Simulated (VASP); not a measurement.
Write the native input for VASP 6.6.1 that does the following.

- Task: single point
- Functional: PBE
- Potentials or basis: VASP PAW PBE potentials, release 64 (Pb_d, S)
- Cutoff: 520 eV
- k mesh: 6 × 6 × 6
- Occupations: fermi-dirac, width 0.02 eV
- Spin: no spin polarisation
- Dipole correction: no
- Further INCAR settings: ALGO = Normal; EDIFF = 1e-06; NBANDS = 17

The structure of PbS lies in POSCAR:

```
PbS
1.0
    0.0000000000      3.3009772112      3.3009772112
    3.3009772112      0.0000000000      3.3009772112
    3.3009772112      3.3009772112      0.0000000000
Pb S
1 1
Direct
    0.0000000000      0.0000000000      0.0000000000
    0.2500000000      0.2500000000      0.2500000000
```

One way to write it, as run:

INCAR

```
  ALGO = Normal
  EDIFF = 1E-6
  ENCUT = 520
  GGA = PE
  ISIF = 2
  ISMEAR = -1
  LASPH = True
  LCHARG = False
  LREAL = False
  LWAVE = False
  NBANDS = 17
  NELM = 80
  PREC = Accurate
  SIGMA = 0.02
```

KPOINTS

```
k-points
0
Gamma
  6 6 6
```

Potentials or basis: VASP PAW PBE potentials, release 64 (Pb_d, S).

Run with:

```bash
$ cat potpaw_PBE.64/Pb_d/POTCAR potpaw_PBE.64/S/POTCAR > POTCAR
$ mpirun -np 1 vasp_std > vasp.out
```

Results of the run:

| Property | Result |
| --- | --- |
| Pressure | 0.7 GPa |
| Band gap on the k mesh | 0.91 eV, indirect (least direct gap 1.27 eV) |

Caveat: spin-orbit coupling is left out, which moves the levels of the heavy elements.

Run time: 12 s on 1 thread of Intel(R) Xeon(R) Platinum 8488C (Sapphire Rapids) (shared host), peak memory 0.2 GiB.
